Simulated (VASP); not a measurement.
A run of VASP 6.6.1 is set up as follows.

File INCAR:

```
SYSTEM = Sn4HO8
  PREC = Accurate
  ENCUT = 520
  EDIFF = 1E-6
  ISMEAR = 0
  SIGMA = 0.02
  LREAL = .False.
  LASPH = .True.
  NELM = 60
  ALGO = Normal
  ISIF = 2
  LWAVE = .False.
  LCHARG = .False.
  GGA = PE
  NBANDS = 64
  NELECT = 106.0
```

File KPOINTS:

```
Automatic mesh
0
Gamma
  3 3 3
  0 0 0
```

File POSCAR:

```
Sn4HO8
1.0
    0.0000000000      4.8271903452     -3.2381522545
    0.0000000000     -4.8271903452     -3.2381522545
   -4.8271903452      0.0000000000      3.2381522545
Sn O H
4 8 1
Direct
    0.2499576663      0.7526826112      0.5218321259
    0.7500422846      0.2529920694      0.5219692657
    0.0087243169     -0.0059251986      0.0218874733
    0.4665650635      0.5077300033     -0.0066365728
    0.5829087789      0.7644023471      0.8043082461
    0.0207659325      0.2028372694      0.8048068798
    0.9318896542      0.7280570042      0.1907921449
    0.4436569957      0.2399486416      0.1908814308
    0.4769000261      0.1990539285      0.6951930129
   -0.0433971941      0.6870407517      0.6625185193
    0.5121875002      0.8192058471      0.3503242837
    0.0112920832      0.3038939693      0.3344139934
    0.2468193045      0.6393917668     -0.0950439007
```

Potentials or basis: VASP PAW PBE potentials, release 64 (Sn_d, O, H).

Run with:

```bash
$ cat potpaw_PBE.64/Sn_d/POTCAR potpaw_PBE.64/O/POTCAR potpaw_PBE.64/H/POTCAR > POTCAR
$ mpirun -np 1 vasp_std > vasp.out
```

Task: Predict the largest force.

Result: 0.050 eV/Å.

Forces in eV/Å, atoms in the order of the input:
```
Sn  -0.013  0.008  0.019
Sn  -0.013  0.008 -0.018
Sn  -0.023  0.009  0.000
Sn   0.001 -0.018 -0.001
O    0.014 -0.011  0.027
O    0.014 -0.009 -0.027
O   -0.007  0.014  0.029
O   -0.007  0.013 -0.028
O   -0.018 -0.021  0.000
O    0.005 -0.033  0.001
O    0.033  0.038  0.000
O    0.010  0.013  0.000
H    0.003 -0.009  0.000
```

Caveat: the k points lie up to 0.45 Å⁻¹ apart; the cell carries a net charge on a neutralising background, which shifts energy and pressure.
